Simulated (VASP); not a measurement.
# BAs (F-43m) in VASP: single point with r2SCAN

Aim: the single point of BAs with r2SCAN.

Everything below comes from runs of VASP 6.6.1. Logs are shortened: lines on timing, memory, paths and dates and some standing lists are left out, and cuts for length are marked.

## 1. The cell of the first run

The structure is cubic, space group F-43m (No. 216). Conventional cell: a = 4.784 Å, b = 4.784 Å, c = 4.784 Å, α = 90.00°, β = 90.00°, γ = 90.00°. B (site symmetry -43m) has 4 As at 2.07 Å within 2.7 Å. Within 2.7 Å of As (site symmetry -43m) lie 4 B at 2.07 Å.

## 2. Single point, r2SCAN

Contents of POSCAR:

```
BAs
1.0
    0.0000000000      2.3919171983      2.3919171983
    2.3919171983      0.0000000000      2.3919171983
    2.3919171983      2.3919171983      0.0000000000
B As
1 1
Direct
    0.0000000000      0.0000000000      0.0000000000
    0.2500000000      0.2500000000      0.2500000000
```

Contents of INCAR.step1:

```
SYSTEM = BAs
  ALGO = Normal
  EDIFF = 1E-5
  ENCUT = 550
  GGA = PE
  GGA_COMPAT = .False.
  ISMEAR = -1
  LASPH = .True.
  LCHARG = .False.
  LREAL = .False.
  LWAVE = .True.
  NBANDS = 11
  NELM = 120
  PREC = Accurate
  SIGMA = 0.02
```

Contents of INCAR.step2:

```
SYSTEM = BAs
  ALGO = Normal
  EDIFF = 1E-6
  ENCUT = 550
  GGA_COMPAT = .False.
  ISIF = 2
  ISMEAR = -1
  ISTART = 1
  LASPH = .True.
  LCHARG = .True.
  LELF = .True.
  LMIXTAU = .True.
  LREAL = .False.
  LVHAR = .True.
  LWAVE = .False.
  METAGGA = R2SCAN
  NBANDS = 11
  NELM = 120
  PREC = Accurate
  SIGMA = 0.02
```

Contents of KPOINTS:

```
k-points
0
Gamma
  10 10 10
  0 0 0
```

Potentials or basis: VASP PAW PBE potentials, release 64 (B, As).

Command:

```console
$ cat potpaw_PBE.64/B/POTCAR potpaw_PBE.64/As/POTCAR > POTCAR
$ cp INCAR.step1 INCAR
$ mpirun -np 1 vasp_std > vasp.out
$ cp INCAR.step2 INCAR
$ mpirun -np 1 vasp_std > vasp.out
```

OUTCAR:

```text
SYSTEM = BAs
   EDIFF = 1E-6
   ENCUT = 550
   ISIF = 2
   ISMEAR = -1
   ISTART = 1
   LASPH = .True.
   LREAL = .False.
   METAGGA = R2SCAN
   NELM = 120
   PREC = Accurate

 ion  position               nearest neighbor table
   1  0.000  0.000  0.000-   2 2.07   2 2.07   2 2.07   2 2.07
   2  0.250  0.250  0.250-   1 2.07   1 2.07   1 2.07   1 2.07

  LATTYP: Found a face centered cubic cell.
 ALAT       =     4.7838343966

  Lattice vectors:

 A1 = (   0.0000000000,   2.3919171983,   2.3919171983)
 A2 = (   2.3919171983,   0.0000000000,   2.3919171983)
 A3 = (   2.3919171983,   2.3919171983,   0.0000000000)

Analysis of symmetry for initial positions (statically):
=====================================================================
 Subroutine PRICEL returns:
 Original cell was already a primitive cell.

 Routine SETGRP: Setting up the symmetry group for a
 face centered cubic supercell.

 Subroutine GETGRP returns: Found 24 space group operations
 (whereof 24 operations were pure point group operations)
 out of a pool of 48 trial point group operations.

The static configuration has the point symmetry T_d .

Analysis of symmetry for dynamics (positions and initial velocities):
=====================================================================
 Subroutine PRICEL returns:
 Original cell was already a primitive cell.

 Routine SETGRP: Setting up the symmetry group for a
 face centered cubic supercell.

 Subroutine GETGRP returns: Found 24 space group operations
 (whereof 24 operations were pure point group operations)
 out of a pool of 48 trial point group operations.

The dynamic configuration has the point symmetry T_d .

 Subroutine INISYM returns: Found 24 space group operations
 (whereof 24 operations are pure point group operations),
 and found     1 'primitive' translations

----------------------------------------------------------------------------------------

                                     Primitive cell

  volume of cell :      27.3696

  direct lattice vectors                    reciprocal lattice vectors
     0.000000000  2.391917198  2.391917198    -0.209037336  0.209037336  0.209037336
     2.391917198  0.000000000  2.391917198     0.209037336 -0.209037336  0.209037336
     2.391917198  2.391917198  0.000000000     0.209037336  0.209037336 -0.209037336

  length of vectors
     3.382681742  3.382681742  3.382681742     0.362063287  0.362063287  0.362063287

  position of ions in fractional coordinates (direct lattice)
     0.000000000  0.000000000  0.000000000
     0.250000000  0.250000000  0.250000000

  ion indices of the primitive-cell ions
   primitive index   ion index
                 1           1
                 2           2

----------------------------------------------------------------------------------------

 KPOINTS: k-points

Automatic generation of k-mesh.
 Grid dimensions read from file:
 generate k-points for:   10   10   10

 Generating k-lattice:

  Cartesian coordinates                     Fractional coordinates (reciprocal lattice)
    -0.020903734  0.020903734  0.020903734     0.100000000  0.000000000  0.000000000
     0.020903734 -0.020903734  0.020903734     0.000000000  0.100000000  0.000000000
     0.020903734  0.020903734 -0.020903734     0.000000000  0.000000000  0.100000000

  Length of vectors
     0.036206329  0.036206329  0.036206329

  Shift w.r.t. Gamma in fractional coordinates (k-lattice)
     0.000000000  0.000000000  0.000000000

 Subroutine IBZKPT returns following result:
 ===========================================

 Found     47 irreducible k-points:

 Following reciprocal coordinates:
            Coordinates               Weight
  0.000000  0.000000  0.000000      1.000000
  0.100000  0.000000  0.000000      8.000000
  0.200000  0.000000  0.000000      8.000000
  0.300000  0.000000  0.000000      8.000000
  0.400000  0.000000  0.000000      8.000000
  0.500000  0.000000  0.000000      4.000000
[... 16 lines left out ...]
  0.300000  0.300000  0.000000      6.000000
  0.400000  0.300000  0.000000     24.000000
 [... further k-points ...]
   k-points           NKPTS =     47   k-points in BZ     NKDIM =     47   number of bands    NBANDS=     11
   number of dos      NEDOS =    301   number of ions     NIONS =      2
   total plane-waves  NPLWV =  21952
   dimension x,y,z NGX =    28 NGY =   28 NGZ =   28
   dimension x,y,z NGXF=    56 NGYF=   56 NGZF=   56
   ions per type =               1   1
   NGX,Y,Z   is equivalent  to a cutoff of  13.76, 13.76, 13.76 a.u.
   NGXF,Y,Z  is equivalent  to a cutoff of  27.52, 27.52, 27.52 a.u.
 SYSTEM =  BAs
   PREC   = accura    normal or accurate (medium, high low for compatibility)
   ISTART =      1    job   : 0-new  1-cont  2-samecut
   ICHARG =      0    charge: 1-file 2-atom 10-const
   ISPIN  =      1    spin polarized calculation?
   LNONCOLLINEAR =      F non collinear calculations
   LSORBIT =      F    spin-orbit coupling
   LASPH  =      T    aspherical Exc in radial PAW
   ENCUT  =  550.0 eV  40.42 Ry    6.36 a.u.   6.47  6.47  6.47*2*pi/ulx,y,z
   NELM   =    120;   NELMIN=  2; NELMDL=  0     # of ELM steps
   EDIFF  = 0.1E-05   stopping-criterion for ELM
   LREAL  =      F    real-space projection
   EDIFFG = 0.1E-04   stopping-criterion for IOM
   NSW    =      0    number of steps for IOM
   IBRION =     -1    ionic relax: 0-MD 1-quasi-New 2-CG
   NFREE  =      0    steps in history (QN), initial steepest desc. (CG)
   ISIF   =      2    stress and relaxation
   ISYM   =      2    0-nonsym 1-usesym 2-fastsym
   POTIM  = 0.5000    time-step for ionic-motion
   TEBEG  =    0.0;   TEEND  =   0.0 temperature during run
   PSTRESS=    0.0 pullay stress
   NELECT =       8.0000    total number of electrons
   NUPDOWN=      -1.0000    fix difference up-down
   EMIN   =  10.00;   EMAX   =-10.00  energy-range for DOS
   EFERMI =   0.00;   METHOD = LEGACY
   ISMEAR =    -1;   SIGMA  =   0.02  broadening in eV -4-tet -1-fermi 0-gaus
   EFERMI_NEDOS =   21; number of points for ismear=-14 and -15
   IALGO  =     38    algorithm
   IMIX   =      4    mixing-type and parameters
     AMIX     =   0.40;   BMIX     =  1.00
     AMIX_MAG =   1.60;   BMIX_MAG =  1.00
  volume/ion in A,a.u.               =      13.68        92.35
  Fermi-wavevector in a.u.,A,eV,Ry     =   1.086464  2.053119 16.060373  1.180404
  Thomas-Fermi vector in A             =   2.222601
   LORBIT       =      0    0 simple, 1 ext, 2 COOP (PROOUT), +10 PAW based schemes
   METAGGA = R2SCAN    functional components
   LHFCALC =     F    Hartree Fock is set to
   AEXX    =    0.0000 exact exchange contribution
   IVDW    =     0    specifies the selected vdW correction
   LEPSILON=     F    determine dielectric tensor
   LRPA    =     F    only Hartree local field effects (RPA)
 non-spin polarized calculation
  energy-cutoff  :      550.00
  volume of cell :       27.37
 maximum number of plane-waves:       821
 NGX is ok and might be reduce to    28
   NGX = 13   NGY = 13   NGZ = 13

 number of electron       8.0000000 magnetization

 Free energy of the ion-electron system (eV)
  ---------------------------------------------------
  ext. energy  EPLUGINS =         0.00000000
  ---------------------------------------------------
  free energy    TOTEN  =       -22.25669757 eV

  energy without entropy =      -22.25669757  energy(sigma->0) =      -22.25669757

 E-fermi :   6.3380     XC(G=0): -11.1139

 val. band max:        5.9755934277   @ k =   0.0000   0.0000   0.0000
 cond. band min:       7.3505487327   @ k =   0.4000   0.4000   0.0000
 fundamental gap:      1.3749553050
 Fermi energy:         6.3380193651

 k-point     1 :       0.0000    0.0000    0.0000
  band No.  band energies     occupation
      1     -10.1417      2.00000
      2       5.9756      2.00000
      3       5.9756      2.00000
      4       5.9756      2.00000
      5       9.4162      0.00000
      6       9.4162      0.00000
      7       9.4162      0.00000
      8      11.0708      0.00000
      9      16.3311      0.00000
     10      19.3994      0.00000
     11      19.3994      0.00000

 k-point     2 :       0.1000    0.0000    0.0000
  band No.  band energies     occupation
      1      -9.9699      2.00000
      2       4.5086      2.00000
      3       5.6554      2.00000
      4       5.6554      2.00000
      5       9.6413      0.00000
      6       9.8385      0.00000
      7       9.8385      0.00000
      8      11.9564      0.00000
      9      16.9831      0.00000
     10      18.3863      0.00000
     11      18.3863      0.00000

 k-point     3 :       0.2000    0.0000    0.0000
  band No.  band energies     occupation
      1      -9.4630      2.00000
      2       2.0303      2.00000
      3       5.0464      2.00000
      4       5.0464      2.00000
      5       9.4553      0.00000
      6      10.6016      0.00000
      7      10.6016      0.00000
      8      13.6998      0.00000
      9      17.6630      0.00000
     10      17.6630      0.00000
     11      17.9795      0.00000

 k-point     4 :       0.3000    0.0000    0.0000
  band No.  band energies     occupation
      1      -8.6590      2.00000
      2      -0.3685      2.00000
      3       4.5081      2.00000
      4       4.5081      2.00000
      5       9.1796      0.00000
      6      11.0335      0.00000
      7      11.0335      0.00000
      8      15.0890      0.00000
      9      18.0702      0.00000
     10      18.1493      0.00000
     11      18.1493      0.00000

 k-point     5 :       0.4000    0.0000    0.0000
  band No.  band energies     occupation
      1      -7.6966      2.00000
      2      -2.3319      2.00000
      3       4.1626      2.00000
      4       4.1626      2.00000
      5       8.9898      0.00000
      6      11.0661      0.00000
      7      11.0661      0.00000
      8      15.5410      0.00000
      9      18.8513      0.00000
     10      19.7741      0.00000
     11      19.7741      0.00000
[... 211 lines left out ...]
 k-point    21 :      -0.3000    0.2000    0.0000
  band No.  band energies     occupation
      1      -7.4704      2.00000
      2      -1.4244      2.00000
      3       1.1460      2.00000
      4       3.9081      2.00000
      5       9.7943      0.00000
      6      12.2439      0.00000
      7      12.6209      0.00000
      8      14.6802      0.00000
      9      17.1868      0.00000
     10      18.7828      0.00000
     11      22.2026      0.00000

 k-point    22 :      -0.2000    0.2000    0.0000
  band No.  band energies     occupation
      1      -8.3823      2.00000
      2       0.2201      2.00000
      3       1.7208      2.00000
      4       4.6033      2.00000
      5      10.2188      0.00000
      6      11.3714      0.00000
      7      12.3633      0.00000
      8      13.5124      0.00000
      9      16.3456      0.00000
     10      19.3712      0.00000
     11      21.0403      0.00000

 k-point    23 :       0.3000    0.3000    0.0000
  band No.  band energies     occupation
      1      -8.1327      2.00000
      2       0.4731      2.00000
      3       2.6187      2.00000
      4       2.6187      2.00000
      5       7.5662      0.00000
      6       9.9611      0.00000
      7      14.9377      0.00000
      8      14.9377      0.00000
      9      17.7362      0.00000
     10      21.6608      0.00000
     11      21.9435      0.00000

 k-point    24 :       0.4000    0.3000    0.0000
  band No.  band energies     occupation
      1      -7.3660      2.00000
      2      -0.8423      2.00000
      3       1.8100      2.00000
      4       2.3067      2.00000
      5       7.8843      0.00000
      6       9.6843      0.00000
      7      15.3602      0.00000
      8      15.5921      0.00000
      9      18.8907      0.00000
     10      22.5313      0.00000
     11      22.6937      0.00000

 [... further k-points ...]

------------------------ aborting loop because EDIFF is reached ----------------------------------------

  FORCE on cell =-STRESS in cart. coord.  units (eV):
  Direction    XX          YY          ZZ          XY          YZ          ZX
  --------------------------------------------------------------------------------------
  -------------------------------------------------------------------------------------
  Total        0.0414116      0.0414116      0.0414116      0.0000000      0.0000000     -0.0000000
  in kB        2.4241789      2.4241789      2.4241789      0.0000000      0.0000000     -0.0000000
  external PRESSURE =       2.4241789 kB  Pullay stress =       0.0000000 kB

 VOLUME and BASIS-vectors are now :
 -----------------------------------------------------------------------------
  energy-cutoff  :      550.00
  volume of cell :       27.37
      direct lattice vectors                 reciprocal lattice vectors
     0.000000000  2.391917198  2.391917198    -0.209037336  0.209037336  0.209037336
     2.391917198  0.000000000  2.391917198     0.209037336 -0.209037336  0.209037336
     2.391917198  2.391917198  0.000000000     0.209037336  0.209037336 -0.209037336

 POSITION                                       TOTAL-FORCE (eV/Angst)
 -----------------------------------------------------------------------------------
      0.00000      0.00000      0.00000         0.000000      0.000000     -0.000000
      1.19596      1.19596      1.19596        -0.000000     -0.000000      0.000000
 -----------------------------------------------------------------------------------
    total drift:                               -0.000000     -0.000000     -0.000000

  FREE ENERGIE OF THE ION-ELECTRON SYSTEM (eV)
  ---------------------------------------------------
  free  energy   TOTEN  =       -22.2566975676 eV

  energy  without entropy=      -22.2566975676  energy(sigma->0) =      -22.25669757
```

Wall time 2 min (1 thread of AMD EPYC 7R13, shared host); peak memory 0.14 GiB.

What came out:

```
Free energy            : -22.2567 eV
Pressure               : 0.2 GPa
Band gap on the k mesh : 1.37 eV (least direct gap 3.44 eV)
```

Caveat: the PAW data sets were made with another functional, which shifts forces and pressure a little. r2SCAN opens gaps a little over a GGA but as a rule still falls short of measured ones.
